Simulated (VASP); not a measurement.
# Al7Zn3In6 (P1) in VASP: single point with PBE

Aim: the single point of Al7Zn3In6 with PBE.

All numbers are computed with VASP 6.6.1; they aren't measurements. Logs are shortened: lines on timing, memory, paths and dates and some standing lists are left out, and cuts for length are marked.

### 1 The cell of the first run

The typed cell holds 16 atoms: a = 8.707 Å, b = 7.460 Å, c = 7.411 Å, α = 108.47°, β = 110.34°, γ = 113.11°.

### 2 Single point, PBE

Input file INCAR:

```
SYSTEM = Al7Zn3In6
PREC     = Accurate       ! precision mode
ENCUT    = 520            ! plane-wave cutoff, eV
EDIFF    = 1E-7           ! SCF threshold, eV
ISMEAR   = 0              ! smearing method
SIGMA    = 0.1            ! smearing width, eV
LREAL    = Auto         
LASPH    = .True.         ! aspherical terms in the spheres
NELM     = 60             ! most SCF steps
ALGO     = Fast           ! electronic algorithm
ISIF     = 2              ! what is computed and relaxed
LWAVE    = .False.        ! write WAVECAR
LCHARG   = .False.        ! write CHGCAR
GGA      = PE             ! functional
ISYM     = 0            
NBANDS   = 82             ! bands
```

Input file KPOINTS:

```
Automatic mesh
0
Gamma
  2 2 2
  0.5 0.5 0.5
```

Input file POSCAR:

```
Al7Zn3In6
1.0
   -4.8833087686      5.0148753794     -5.1790617987
    4.3447546316      3.9224882231      4.6252287794
    4.3120573272     -4.4610423601     -4.0539773380
Al Zn In
7 3 6
Direct
    0.5242757191      0.0424509347      0.5809563603
    0.7625746844      0.5095851656      0.7421400641
    0.3835917745      0.3295381882      0.5914698907
    0.6644840552      0.6754824638      0.4706015390
    1.0180770858      0.9610900568      0.8875890856
    0.8516457942      0.3362814730     -0.0000441313
    0.6153348503      0.4816944174      1.0432981983
    0.2752615373      1.0554234833      0.7474838552
    0.5072079919     -0.2222324946      0.1807105950
    0.1454764555      0.6769187146      0.9972938649
   -0.0611568586      0.1918758651      0.6197815396
    0.6289640580      0.8518348887      0.8824319637
   -0.0370864994      0.5648182001      0.4750956720
    0.4746572875      0.1672576155      0.2218554462
    0.2460451843      0.4938102250      0.3166823700
    1.0051862809      0.8978456283      0.2529342390
```

Potentials or basis: VASP PAW PBE potentials, release 64 (Al, Zn, In_d).

Launch:

```sh
cat potpaw_PBE.64/Al/POTCAR potpaw_PBE.64/Zn/POTCAR potpaw_PBE.64/In_d/POTCAR > POTCAR
mpirun -np 1 vasp_std > vasp.out
```

OUTCAR:

```text
SYSTEM = Al7Zn3In6
   PREC = Accurate
   ENCUT = 520
   EDIFF = 1E-7
   ISMEAR = 0
   LREAL = Auto
   LASPH = .True.
   NELM = 60
   ISIF = 2
   GGA = PE
   ISYM = 0

 ion  position               nearest neighbor table
   1  0.524  0.042  0.581-   6 2.68   2 2.80   3 2.85   8 2.86   9 2.91  14 3.04  12 3.08  11 3.20
                            15 3.21
   2  0.763  0.510  0.742-   3 2.64  10 2.67   6 2.69   4 2.74   5 2.76   1 2.80   7 2.96  13 3.08
                            14 3.11  16 3.14  12 3.23  11 3.36
   3  0.384  0.330  0.591-   2 2.64   8 2.67   7 2.77   1 2.85  15 2.85  16 2.89  12 3.06  14 3.12

   4  0.664  0.675  0.471-   9 2.62   2 2.74   5 2.76   7 2.82  15 2.94  14 3.01  13 3.01  12 3.09
                            11 3.16
   5  0.018  0.961  0.888-   8 2.73   2 2.76   4 2.76  16 2.92  10 2.95  11 3.09  12 3.14  14 3.20
                            13 3.23  15 3.36
   6  0.852  0.336  1.000-   1 2.68   2 2.69   7 2.74  10 2.82  15 2.86  13 2.96  12 2.98  11 3.14
                            16 3.43
   7  0.615  0.482  0.043-   8 2.71   6 2.74   3 2.77   9 2.77   4 2.82  16 2.93   2 2.96  14 3.10
                            13 3.21  12 3.31
   8  0.275  0.055  0.747-   3 2.67   7 2.71   5 2.73   1 2.86  13 2.92  14 2.97  16 3.07  11 3.40

   9  0.507  0.778  0.181-  10 2.62   4 2.62   7 2.77  12 2.87   1 2.91  14 2.96  15 3.14  11 3.20

  10  0.145  0.677  0.997-   9 2.62   2 2.67   6 2.82   5 2.95  14 2.99  16 3.00  11 3.02  15 3.13
                            13 3.29
  11  0.939  0.192  0.620-  10 3.02   5 3.09   6 3.14   4 3.16   9 3.20   1 3.20  13 3.24  16 3.29
                             2 3.36   8 3.40  14 3.98
  12  0.629  0.852  0.882-   9 2.87   6 2.98   3 3.06   1 3.08   4 3.09   5 3.14   2 3.23  16 3.26
                             7 3.31  15 3.47  14 3.84
  13  0.963  0.565  0.475-   8 2.92   6 2.96   4 3.01   2 3.08   7 3.21  15 3.22   5 3.23  11 3.24
                            10 3.29  16 3.36  14 3.38
  14  0.475  0.167  0.222-   9 2.96   8 2.97  10 2.99   4 3.01   1 3.04   7 3.10   2 3.11   3 3.12
                             5 3.20  13 3.38  15 3.75  12 3.84  16 3.91  11 3.98
  15  0.246  0.494  0.317-   3 2.85   6 2.86   4 2.94  10 3.13   9 3.14   1 3.21  13 3.22   5 3.36
                            12 3.47  14 3.75  16 3.88
  16  0.005  0.898  0.253-   3 2.89   5 2.92   7 2.93  10 3.00   8 3.07   2 3.14  12 3.26  11 3.29
                            13 3.36   6 3.43  15 3.88  14 3.91

IMPORTANT INFORMATION: All symmetrisations will be switched off!
NOSYMM: (Re-)initialisation of all symmetry stuff for point group C_1.

----------------------------------------------------------------------------------------

                                     Primitive cell

  volume of cell :     353.2213

  direct lattice vectors                    reciprocal lattice vectors
    -4.883308769  5.014875379 -5.179061799     0.013395745  0.106329327 -0.102757460
     4.344754632  3.922488223  4.625228779     0.122965968  0.119271484 -0.000453589
     4.312057327 -4.461042360 -4.053977338     0.123179856  0.000239701 -0.115913504

  length of vectors
     8.707373928  7.460264602  7.411441802     0.148473793  0.171308266  0.169142764

  position of ions in fractional coordinates (direct lattice)
     0.524275719  0.042450935  0.580956360
     0.762574684  0.509585166  0.742140064
     0.383591774  0.329538188  0.591469891
     0.664484055  0.675482464  0.470601539
     0.018077086  0.961090057  0.887589086
     0.851645794  0.336281473  0.999955869
[... 8 lines left out ...]
     0.246045184  0.493810225  0.316682370
     0.005186281  0.897845628  0.252934239

  ion indices of the primitive-cell ions
   primitive index   ion index
                 1           1
                 2           2
                 3           3
                 4           4
                 5           5
                 6           6
[... 8 lines left out ...]
                15          15
                16          16

----------------------------------------------------------------------------------------

 KPOINTS: Automatic mesh

Automatic generation of k-mesh.
 Grid dimensions read from file:
 generate k-points for:    2    2    2

 Generating k-lattice:

  Cartesian coordinates                     Fractional coordinates (reciprocal lattice)
     0.006697873  0.053164664 -0.051378730     0.500000000  0.000000000 -0.000000000
     0.061482984  0.059635742 -0.000226794    -0.000000000  0.500000000  0.000000000
     0.061589928  0.000119851 -0.057956752     0.000000000 -0.000000000  0.500000000

  Length of vectors
     0.074236897  0.085654133  0.084571382

  Shift w.r.t. Gamma in fractional coordinates (k-lattice)
     0.500000000  0.500000000  0.500000000

 Subroutine IBZKPT returns following result:
 ===========================================

 Found      4 irreducible k-points:

 Following reciprocal coordinates:
            Coordinates               Weight
  0.250000  0.250000  0.250000      2.000000
 -0.250000  0.250000  0.250000      2.000000
  0.250000 -0.250000  0.250000      2.000000
 -0.250000 -0.250000  0.250000      2.000000
   k-points           NKPTS =      4   k-points in BZ     NKDIM =      4   number of bands    NBANDS=     82
   number of dos      NEDOS =    301   number of ions     NIONS =     16
   total plane-waves  NPLWV = 219520
   dimension x,y,z NGX =    70 NGY =   56 NGZ =   56
   dimension x,y,z NGXF=   140 NGYF=  112 NGZF=  112
   ions per type =               7   3   6
   NGX,Y,Z   is equivalent  to a cutoff of  13.36, 12.48, 12.56 a.u.
   NGXF,Y,Z  is equivalent  to a cutoff of  26.73, 24.96, 25.12 a.u.
 SYSTEM =  Al7Zn3In6
   PREC   = accura    normal or accurate (medium, high low for compatibility)
   ISTART =      0    job   : 0-new  1-cont  2-samecut
   ICHARG =      2    charge: 1-file 2-atom 10-const
   ISPIN  =      1    spin polarized calculation?
   LNONCOLLINEAR =      F non collinear calculations
   LSORBIT =      F    spin-orbit coupling
   LASPH  =      T    aspherical Exc in radial PAW
   ENCUT  =  520.0 eV  38.22 Ry    6.18 a.u.  16.19 13.87 13.78*2*pi/ulx,y,z
   NELM   =     60;   NELMIN=  2; NELMDL= -5     # of ELM steps
   EDIFF  = 0.1E-06   stopping-criterion for ELM
   LREAL  =      T    real-space projection
   EDIFFG = 0.1E-05   stopping-criterion for IOM
   NSW    =      0    number of steps for IOM
   IBRION =     -1    ionic relax: 0-MD 1-quasi-New 2-CG
   NFREE  =      0    steps in history (QN), initial steepest desc. (CG)
   ISIF   =      2    stress and relaxation
   ISYM   =      0    0-nonsym 1-usesym 2-fastsym
   POTIM  = 0.5000    time-step for ionic-motion
   TEBEG  =    0.0;   TEEND  =   0.0 temperature during run
   PSTRESS=    0.0 pullay stress
   NELECT =     135.0000    total number of electrons
   NUPDOWN=      -1.0000    fix difference up-down
   EMIN   =  10.00;   EMAX   =-10.00  energy-range for DOS
   EFERMI =   0.00;   METHOD = LEGACY
   ISMEAR =     0;   SIGMA  =   0.10  broadening in eV -4-tet -1-fermi 0-gaus
   EFERMI_NEDOS =   21; number of points for ismear=-14 and -15
   IALGO  =     68    algorithm
   IMIX   =      4    mixing-type and parameters
     AMIX     =   0.40;   BMIX     =  1.00
     AMIX_MAG =   1.60;   BMIX_MAG =  1.00
  volume/ion in A,a.u.               =      22.08       148.98
  Fermi-wavevector in a.u.,A,eV,Ry     =   1.188057  2.245101 19.204328  1.411478
  Thomas-Fermi vector in A             =   2.324194
   LORBIT       =      0    0 simple, 1 ext, 2 COOP (PROOUT), +10 PAW based schemes
   GGA     = PE    functional components
   LHFCALC =     F    Hartree Fock is set to
   AEXX    =    0.0000 exact exchange contribution
   IVDW    =     0    specifies the selected vdW correction
   LEPSILON=     F    determine dielectric tensor
   LRPA    =     F    only Hartree local field effects (RPA)
 non-spin polarized calculation
 RMM-DIIS sequential band-by-band and
 Gauss-broadening in eV      SIGMA  =   0.10
  energy-cutoff  :      520.00
  volume of cell :      353.22
 maximum number of plane-waves:      9526
 NGX is ok and might be reduce to    70
   NGX = 33   NGY = 27   NGZ = 27

 number of electron     135.0000014 magnetization

 Free energy of the ion-electron system (eV)
  ---------------------------------------------------
  ext. energy  EPLUGINS =         0.00000000
  ---------------------------------------------------
  free energy    TOTEN  =       -42.43040652 eV

  energy without entropy =      -42.42671702  energy(sigma->0) =      -42.42856177

 E-fermi :   5.8799     XC(G=0):  -9.9102

 val. band max:        5.7169956909   @ k =  -0.2500  -0.2500   0.2500
 cond. band min:       6.0316739577   @ k =  -0.2500   0.2500   0.2500
 fundamental gap:      0.3146782668
 Fermi energy:         5.8798861217

 k-point     1 :       0.2500    0.2500    0.2500
  band No.  band energies     occupation
      1      -8.7278      2.00000
      2      -8.6834      2.00000
      3      -8.6657      2.00000
      4      -8.6577      2.00000
      5      -8.6524      2.00000
      6      -8.6404      2.00000
[... 71 lines left out ...]
     78       9.0397      0.00000
     79       9.1261      0.00000

 k-point     2 :      -0.2500    0.2500    0.2500
  band No.  band energies     occupation
      1      -8.7272      2.00000
      2      -8.6839      2.00000
      3      -8.6639      2.00000
      4      -8.6597      2.00000
      5      -8.6499      2.00000
      6      -8.6403      2.00000
[... 71 lines left out ...]
     78       8.5429      0.00000
     79       8.8907      0.00000

 k-point     3 :       0.2500   -0.2500    0.2500
  band No.  band energies     occupation
      1      -8.7267      2.00000
      2      -8.6825      2.00000
      3      -8.6667      2.00000
      4      -8.6586      2.00000
      5      -8.6525      2.00000
      6      -8.6398      2.00000
[... 71 lines left out ...]
     78       8.3852      0.00000
     79       8.6274      0.00000

 k-point     4 :      -0.2500   -0.2500    0.2500
  band No.  band energies     occupation
      1      -8.7275      2.00000
      2      -8.6852      2.00000
      3      -8.6652      2.00000
      4      -8.6568      2.00000
      5      -8.6499      2.00000
      6      -8.6425      2.00000
[... 71 lines left out ...]
     78       8.5235      0.00000
     79       8.7460      0.00000
 [bands above 79 left out]

------------------------ aborting loop because EDIFF is reached ----------------------------------------

  FORCE on cell =-STRESS in cart. coord.  units (eV):
  Direction    XX          YY          ZZ          XY          YZ          ZX
  --------------------------------------------------------------------------------------
  -------------------------------------------------------------------------------------
  Total       -0.0534700     -0.1132168     -0.0526249     -0.0043817      0.0525166      0.0371372
  in kB       -0.2425348     -0.5135401     -0.2387014     -0.0198748      0.2382103      0.1684506
  external PRESSURE =      -0.3315921 kB  Pullay stress =       0.0000000 kB

 VOLUME and BASIS-vectors are now :
 -----------------------------------------------------------------------------
  energy-cutoff  :      520.00
  volume of cell :      353.22
      direct lattice vectors                 reciprocal lattice vectors
    -4.883308769  5.014875379 -5.179061799     0.013395745  0.106329327 -0.102757460
     4.344754632  3.922488223  4.625228779     0.122965968  0.119271484 -0.000453589
     4.312057327 -4.461042360 -4.053977338     0.123179856  0.000239701 -0.115913504

 POSITION                                       TOTAL-FORCE (eV/Angst)
 -----------------------------------------------------------------------------------
      0.12936      0.20402     -4.87409        -0.008415      0.002044      0.008373
      1.69029      2.51234     -4.60109        -0.001657     -0.003624      0.006016
      2.10902      0.57770     -2.86026         0.006928     -0.010599      0.005980
      1.71919      3.88250     -2.22495        -0.010209      0.004816     -0.010192
      7.91476     -0.09905      0.75337        -0.008712     -0.007113      0.010866
      1.61408      1.12911     -6.90915        -0.003577     -0.001471     -0.023145
[... 8 lines left out ...]
      2.30952      1.75812     -0.27412         0.020195     -0.003205      0.009722
      4.96626      2.41945      3.10049        -0.009689     -0.004173      0.003797
 -----------------------------------------------------------------------------------
    total drift:                                0.010169      0.019226     -0.020976

  FREE ENERGIE OF THE ION-ELECTRON SYSTEM (eV)
  ---------------------------------------------------
  free  energy   TOTEN  =       -42.4304065243 eV

  energy  without entropy=      -42.4267170155  energy(sigma->0) =      -42.42856177
```

Wall time 3.3 min (1 thread of Intel Xeon 6975P-C (Granite Rapids), shared host); peak memory 0.51 GiB.

Results:

* Free energy: -42.4304 eV
* Pressure: 0.0 GPa
* Largest force: 0.027 eV/Å
* Band gap on the k mesh: zero (an odd number of electrons rules out a gap without spin polarisation)

Forces in eV/Å, atoms in the order of the input:
```
Al  -0.008  0.002  0.008
Al  -0.002 -0.004  0.006
Al   0.007 -0.011  0.006
Al  -0.010  0.005 -0.010
Al  -0.009 -0.007  0.011
Al  -0.004 -0.001 -0.023
Al   0.007  0.002 -0.001
Zn  -0.003 -0.007 -0.003
Zn   0.007 -0.002  0.001
Zn  -0.003 -0.004 -0.002
In   0.009 -0.006 -0.011
In   0.007  0.009 -0.001
In  -0.014  0.006 -0.001
In   0.005  0.025  0.007
In   0.020 -0.003  0.010
In  -0.010 -0.004  0.004
```

Caveat: the k points lie up to 0.48 Å⁻¹ apart, too coarse for converged energies and pressures of a metal; spin-orbit coupling is left out, which moves the levels of the heavy elements.

The gap in the log of VASP goes by the Fermi energy; the results here count the filled bands.